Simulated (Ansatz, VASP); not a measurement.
## Ru in VASP and in Ansatz

Contents of INCAR:

```
  PREC = Accurate
  ENCUT = 600
  EDIFF = 1E-7
  ISMEAR = -1
  SIGMA = 0.15
  LREAL = False
  LASPH = True
  NELM = 60
  ALGO = Fast
  ISIF = 3
  LWAVE = False
  LCHARG = False
  IBRION = 2
  NSW = 80
  EDIFFG = -0.001
```

File KPOINTS:

```
regular mesh
0
Gamma
  18 18 8
```

Contents of POSCAR:

```
Ru
1.0
    2.6743058386      0.0000000000      0.0000000000
   -1.3371529193      2.3160167938      0.0000000000
    0.0000000000      0.0000000000      4.2260483473
Ru
2
Direct
    0.3333333333      0.6666666667      0.2500000000
    0.6666666667      0.3333333333      0.7500000000
```

Input for Ansatz:

```yaml
crystal:
  lattice:
    - [2.6743058386, 0.0, 0.0]
    - [-1.3371529193, 2.3160167938, 0.0]
    - [0.0, 0.0, 4.2260483473]
  atoms:
    - { symbol: Ru, position: [0.3333333333, 0.6666666667, 0.25] }
    - { symbol: Ru, position: [0.6666666667, 0.3333333333, 0.75] }
basis:
  ecutwfc: 420
kpoints:
  mp_grid: { grid: [18, 18, 8] }
hamiltonian:
  xc: lda
  pseudopotentials: { kind: paw, azcp: { folder: soft_1 } }
scf:
  occupations: { method: fermi_dirac, width: 0.15 }
output:
  forces: true
  stress: true
  eigenvalues: true
relax:
  adjacent_minimum: "off"
  f_tol: 0.001
  max_steps: 60
  cell: { stress_tol: 0.01 }
```

Alike in both runs: task relaxation of cell and atoms; functional LDA; k mesh 18 × 18 × 8; occupations fermi-dirac, width 0.15 eV; no spin polarisation.

|  | VASP | Ansatz |
| --- | --- | --- |
| version | VASP 6.6.1 | Ansatz 0.2.0 |
| potentials or method | VASP PAW LDA potentials, release 64 (Ru_pv), cutoff 600 eV | scalar-relativistic, plane waves, PAW |
| valence electrons in the cell | 28 | 32 |

Ansatz gave:

* gap on the k mesh at the Fermi level, each at its own relaxed structure (eV): none
* relaxed volume (Å³/atom): 13.11
* relaxed cell length with the largest relative difference (Å): 4.225

What did VASP give for the same quantities?

gap on the k mesh at the Fermi level, each at its own relaxed structure (eV): none; relaxed volume (Å³/atom): 13.14; relaxed cell length with the largest relative difference (Å): 4.229.

Ansatz warns that its potentials were made for another functional, while VASP's fit it. LDA's correlation is that of Perdew and Zunger in VASP and of Perdew and Wang (1992) in Ansatz. A gap of «none» marks a metal or a gap that the smearing closes. VASP's potentials hold 28 valence electrons a cell and Ansatz's 32, so a difference there can come from the potentials and not from the codes.
